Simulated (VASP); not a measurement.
# Mg6HO6 in VASP: notebook

The runs below take Mg6HO6 through single point, with PBE.

All numbers are computed with VASP 6.6.1; they aren't measurements. Logs are shortened: lines on timing, memory, paths and dates and some standing lists are left out, and cuts for length are marked.

## 1. The cell of the first run

The cell holds a slab with vacuum, 26 atoms: a = 5.325 Å, b = 5.325 Å, c = 17.434 Å, α = 90.00°, β = 90.00°, γ = 60.00°.

## 2. Single point, PBE

File INCAR:

```
SYSTEM = Mg6HO6
ALGO = Normal
EDIFF = 1E-6
ENCUT = 520
GGA = PE
ISIF = 2
ISMEAR = 0
LASPH = .TRUE.
LCHARG = .TRUE.
LELF = .TRUE.
LREAL = Auto
LVHAR = .TRUE.
LWAVE = .FALSE.
NBANDS = 68
NELM = 80
PREC = Accurate
SIGMA = 0.05
```

File KPOINTS:

```
k-points
0
G
  2 2 1
  0 0 0
```

File POSCAR:

```
Mg6HO6
1.0
    5.3245140000      0.0000000000      0.0000000000
    2.6622570000      4.6111640000      0.0000000000
    0.0000000000      0.0000000000     17.4343090000
Mg O H
12 12 2
Direct
    0.0000000000      0.0000000000      0.0573582239
   -0.0000000939      0.5000000000      0.0573582239
    0.5000000000      0.0000000000      0.0573582239
    0.4999999061      0.5000000000      0.0573582239
    0.6667517969      0.6673069967      0.2001284364
    0.6670991187      0.1657388460      0.2001599834
    0.1658796933      0.6673210929      0.2001278055
    0.1669983284      0.1659565784      0.2003263794
    0.3314173771      0.3371389523      0.3459815356
    0.3362202781      0.8277883849      0.3470428338
    0.8311642738      0.3371576027      0.3459531433
    0.8354785526      0.8293018856      0.3504332176
    0.3333332033      0.8333334056      0.1196985782
    0.3333332972      0.3333334056      0.1196985782
    0.8333332033      0.8333334056      0.1196985782
    0.8333332972      0.3333334056      0.1196985782
    0.0001008668      0.4997124370      0.2681297550
   -0.0007027905      0.0001262154      0.2691470594
    0.5002181846      0.4994161995      0.2673409081
    0.5005471885      1.0000910833      0.2691432164
    0.6657880160      0.1682494919      0.4111860699
    0.6669948788      0.6595638325      0.4166975015
    0.1670294404      0.1655454024      0.4096965931
    0.1736093408      0.6595503868      0.4167179210
    0.1715308998      0.1545505647      0.4646932092
    0.6333651956      0.2309529655      0.4637776582
```

Potentials or basis: VASP PAW PBE potentials, release 64 (Mg, O, H).

Launch:

```console
$ cat potpaw_PBE.64/Mg/POTCAR potpaw_PBE.64/O/POTCAR potpaw_PBE.64/H/POTCAR > POTCAR
$ mpirun -np 1 vasp_std > vasp.out
```

OUTCAR:

```text
SYSTEM = Mg6HO6
   EDIFF = 1E-6
   ENCUT = 520
   GGA = PE
   ISIF = 2
   ISMEAR = 0
   LASPH = .TRUE.
   LREAL = Auto
   NELM = 80
   PREC = Accurate

 ion  position               nearest neighbor table
   1  0.000  0.000  0.057-  13 1.88  16 1.88  15 1.88   2 2.66   4 2.66   3 2.66   3 2.66   2 2.66
                             4 2.66   7 2.92   6 2.92   8 2.93
   2  1.000  0.500  0.057-  16 1.88  15 1.88  14 1.88   3 2.66   1 2.66   4 2.66   4 2.66   1 2.66
                             3 2.66   7 2.93   5 2.93   8 2.93
   3  0.500  0.000  0.057-  15 1.88  14 1.88  13 1.88   4 2.66   2 2.66   1 2.66   1 2.66   4 2.66
                             2 2.66   5 2.92   6 2.92   8 2.93
   4  0.500  0.500  0.057-  14 1.88  13 1.88  16 1.88   1 2.66   3 2.66   2 2.66   2 2.66   3 2.66
                             1 2.66   5 2.93   7 2.93   6 2.93
   5  0.667  0.667  0.200-  19 1.94  17 1.94  20 1.95  15 2.08  13 2.08  16 2.08   6 2.65   7 2.66
                             8 2.66   8 2.67   7 2.67   6 2.67   3 2.92   2 2.93   4 2.93  11 2.96
   6  0.667  0.166  0.200-  19 1.93  20 1.95  18 1.95  15 2.08  14 2.08  16 2.08   7 2.65   5 2.65
                             8 2.66   8 2.66   5 2.67   7 2.67   3 2.92   1 2.92   4 2.93  11 2.98
   7  0.166  0.667  0.200-  19 1.94  17 1.94  18 1.95  15 2.08  13 2.08  14 2.08   6 2.65   5 2.66
                             8 2.66   8 2.67   5 2.67   6 2.67   1 2.92   2 2.93   4 2.93   9 2.96
   8  0.167  0.166  0.200-  17 1.94  18 1.95  20 1.95  13 2.08  16 2.08  14 2.08   7 2.66   5 2.66
                             6 2.66   6 2.66   5 2.67   7 2.67   1 2.93   3 2.93   2 2.93   9 2.97
   9  0.331  0.337  0.346-  23 1.91  21 1.92  24 1.93  17 2.04  20 2.05  19 2.05  10 2.63  12 2.63
                            11 2.66  11 2.66  12 2.70  10 2.70   7 2.96   8 2.97   6 2.98
  10  0.336  0.828  0.347-  23 1.90  22 1.95  24 1.95  19 2.06  20 2.06  18 2.06  11 2.62   9 2.63
                            12 2.66  12 2.66   9 2.70  11 2.70   5 2.98   7 2.98   8 3.00
  11  0.831  0.337  0.346-  23 1.91  21 1.92  22 1.93  17 2.04  19 2.05  18 2.05  10 2.62  12 2.63
                             9 2.66   9 2.66  12 2.69  10 2.70   5 2.96   8 2.97   6 2.98
  12  0.835  0.829  0.350-  21 1.89  24 1.94  22 1.94  17 2.09  18 2.10  20 2.10   9 2.63  11 2.63
                            10 2.66  10 2.66  11 2.69   9 2.70   7 3.03   5 3.03   6 3.04
  13  0.333  0.833  0.120-   1 1.88   4 1.88   3 1.88   8 2.08   5 2.08   7 2.08
  14  0.333  0.333  0.120-   4 1.88   3 1.88   2 1.88   6 2.08   7 2.08   8 2.08
  15  0.833  0.833  0.120-   3 1.88   2 1.88   1 1.88   6 2.08   7 2.08   5 2.08
  16  0.833  0.333  0.120-   2 1.88   1 1.88   4 1.88   6 2.08   5 2.08   8 2.08
  17  0.000  0.500  0.268-   8 1.94   5 1.94   7 1.94   9 2.04  11 2.04  12 2.09
  18  0.999  0.000  0.269-   6 1.95   7 1.95   8 1.95  11 2.05  10 2.06  12 2.10
  19  0.500  0.499  0.267-   6 1.93   7 1.94   5 1.94  11 2.05   9 2.05  10 2.06
  20  0.501  0.000  0.269-   6 1.95   5 1.95   8 1.95   9 2.05  10 2.06  12 2.10
  21  0.666  0.168  0.411-  26 0.96  12 1.89  11 1.92   9 1.92
  22  0.667  0.660  0.417-  11 1.93  12 1.94  10 1.95
  23  0.167  0.166  0.410-  25 0.96  10 1.90  11 1.91   9 1.91
  24  0.174  0.660  0.417-   9 1.93  12 1.94  10 1.95
  25  0.172  0.155  0.465-  23 0.96
  26  0.633  0.231  0.464-  21 0.96

  LATTYP: Found a hexagonal cell.
 ALAT       =     5.3245136650
 C/A-ratio  =     3.2743476864

[... 180 lines left out ...]
  volume/ion in A,a.u.               =      16.46       111.10
  Fermi-wavevector in a.u.,A,eV,Ry     =   1.001502  1.892564 13.646725  1.003006
  Thomas-Fermi vector in A             =   2.133928
   LORBIT       =      0    0 simple, 1 ext, 2 COOP (PROOUT), +10 PAW based schemes
   GGA     = PE    functional components
   LHFCALC =     F    Hartree Fock is set to
   AEXX    =    0.0000 exact exchange contribution
   IVDW    =     0    specifies the selected vdW correction
   LEPSILON=     F    determine dielectric tensor
   LRPA    =     F    only Hartree local field effects (RPA)
 non-spin polarized calculation
 Gauss-broadening in eV      SIGMA  =   0.05
  energy-cutoff  :      520.00
  volume of cell :      428.05
 maximum number of plane-waves:     11540
 NGX is ok and might be reduce to    40
   NGX = 19   NGY = 19   NGZ = 65

 number of electron      98.0000004 magnetization

 Free energy of the ion-electron system (eV)
  ---------------------------------------------------
  ext. energy  EPLUGINS =         0.00000000
  ---------------------------------------------------
  free energy    TOTEN  =      -126.15344490 eV

  energy without entropy =     -126.14977110  energy(sigma->0) =     -126.15160800

 E-fermi :  -0.1999     XC(G=0):  -6.5441

 val. band max:       -0.2830598587   @ k =   0.0000   0.5000   0.0000
 cond. band min:      -0.1383513961   @ k =   0.0000   0.5000   0.0000
 fundamental gap:      0.1447084626
 Fermi energy:        -0.1998952309

 k-point     1 :       0.0000    0.0000    0.0000
  band No.  band energies     occupation
      1     -20.8834      2.00000
      2     -19.7033      2.00000
      3     -19.3399      2.00000
      4     -19.3199      2.00000
      5     -19.3055      2.00000
      6     -19.1791      2.00000
[... 245 lines left out ...]
     60       7.1868      0.00000
     61       7.8236      0.00000
 [bands above 61 left out]

------------------------ aborting loop because EDIFF is reached ----------------------------------------

  FORCE on cell =-STRESS in cart. coord.  units (eV):
  Direction    XX          YY          ZZ          XY          YZ          ZX
  --------------------------------------------------------------------------------------
  -------------------------------------------------------------------------------------
  Total       82.2632252     86.6978579     10.5024307     -0.0090047      0.0969162      0.0196820
  in kB      307.9080434    324.5067006     39.3101886     -0.0337041      0.3627536      0.0736690
  external PRESSURE =     223.9083109 kB  Pullay stress =       0.0000000 kB

 VOLUME and BASIS-vectors are now :
 -----------------------------------------------------------------------------
  energy-cutoff  :      520.00
  volume of cell :      428.05
      direct lattice vectors                 reciprocal lattice vectors
     5.324514000  0.000000000  0.000000000     0.187810568 -0.108432491  0.000000000
     2.662257000  4.611164000  0.000000000     0.000000000  0.216864982  0.000000000
     0.000000000  0.000000000 17.434309000     0.000000000  0.000000000  0.057358167

 POSITION                                       TOTAL-FORCE (eV/Angst)
 -----------------------------------------------------------------------------------
      0.00000      0.00000      1.00000         0.004580      0.009224     -2.572294
      6.65564      2.30558      1.00000         0.000069     -0.012277     -2.560380
      2.66226      0.00000      1.00000        -0.004521      0.009209     -2.572256
      3.99339      2.30558      1.00000         0.000020     -0.006215     -2.552381
      5.32667      3.07706      3.48910        -0.000873     -0.002609     -0.034414
      3.99322      0.76425      3.48965        -0.000064     -0.001516     -0.035995
[... 18 lines left out ...]
      1.32477      0.71266      8.10160         0.000562      0.001926      0.096543
      3.98722      1.06496      8.08564         0.001213      0.025615      0.097100
 -----------------------------------------------------------------------------------
    total drift:                               -0.001694     -0.001396     -0.026737

  FREE ENERGIE OF THE ION-ELECTRON SYSTEM (eV)
  ---------------------------------------------------
  free  energy   TOTEN  =      -126.1534448996 eV

  energy  without entropy=     -126.1497710967  energy(sigma->0) =     -126.15160800
```

OSZICAR:

```text
N       E                     dE             d eps       ncg     rms          rms(c)
DAV:   1     0.813399145377E+03    0.81340E+03   -0.44505E+04   544   0.123E+03
DAV:   2    -0.446792446683E+02   -0.85808E+03   -0.80862E+03   720   0.304E+02
DAV:   3    -0.152774379172E+03   -0.10810E+03   -0.10740E+03   672   0.114E+02
[... 18 lines left out ...]
DAV:  22    -0.126153303137E+03   -0.35087E-03   -0.13340E-04   596   0.521E-02    0.235E-02
DAV:  23    -0.126153378258E+03   -0.75121E-04   -0.12322E-05   672   0.149E-02    0.186E-02
DAV:  24    -0.126153433651E+03   -0.55393E-04   -0.56125E-06   580   0.134E-02    0.131E-02
DAV:  25    -0.126153444773E+03   -0.11122E-04   -0.21273E-06   552   0.619E-03    0.167E-02
DAV:  26    -0.126153444900E+03   -0.12697E-06   -0.67325E-07   464   0.376E-03
   1 F= -.12615344E+03 E0= -.12615161E+03  d E =-.367380E-02
```

Run time: 3.1 min. Hardware: 1 thread of Intel Xeon 6975P-C (Granite Rapids), shared host; peak memory 0.51 GiB.

What came out:

```
Free energy            : -126.1534 eV
Largest force          : 2.626 eV/Å
Band gap on the k mesh : zero (bands 49 and 50 overlap by 0.31 eV)
```

Forces on the atoms (eV/Å):
```
Mg   0.005  0.009 -2.572
Mg   0.000 -0.012 -2.560
Mg  -0.005  0.009 -2.572
Mg   0.000 -0.006 -2.552
Mg  -0.001 -0.003 -0.034
Mg   0.000 -0.002 -0.036
Mg   0.000 -0.003 -0.034
Mg   0.001  0.002 -0.035
Mg  -0.009 -0.025 -0.035
Mg  -0.007  0.002 -0.020
Mg   0.009 -0.023 -0.033
Mg  -0.006  0.015 -0.045
O    0.000  0.026  2.626
O   -0.015 -0.021  2.587
O    0.000  0.010  2.624
O    0.014 -0.021  2.587
O    0.001  0.001  0.028
O    0.002  0.001  0.030
O    0.002  0.005  0.039
O   -0.002  0.004  0.031
O    0.000 -0.021 -0.113
O   -0.018  0.008  0.002
O    0.008  0.008 -0.105
O    0.019  0.008  0.000
H    0.001  0.002  0.097
H    0.001  0.026  0.097
```

Levels at points of the mesh, in eV from the Fermi level:
| k point | band 46 | band 47 | band 48 | band 49 | band 50 | band 51 | band 52 | band 53 |
| --- | --- | --- | --- | --- | --- | --- | --- | --- |
| (0.00, 0.00, 0.00) | -1.09 | -0.36 | 0.11 | 0.22 | 2.87 | 2.87 | 2.88 | 4.29 |
| (0.50, 0.00, 0.00) | -1.27 | -0.31 | -0.29 | -0.09 | -0.09 | 2.44 | 2.44 | 6.04 |
| (0.50, 0.50, 0.00) | -1.27 | -0.31 | -0.29 | -0.09 | -0.09 | 2.44 | 2.44 | 6.04 |
| (0.00, 0.50, 0.00) | -1.06 | -0.97 | -0.09 | -0.08 | 0.06 | 2.44 | 2.44 | 5.73 |

Caveat: the k points lie up to 0.68 Å⁻¹ apart.

(Part 1 of 2 ends here.)
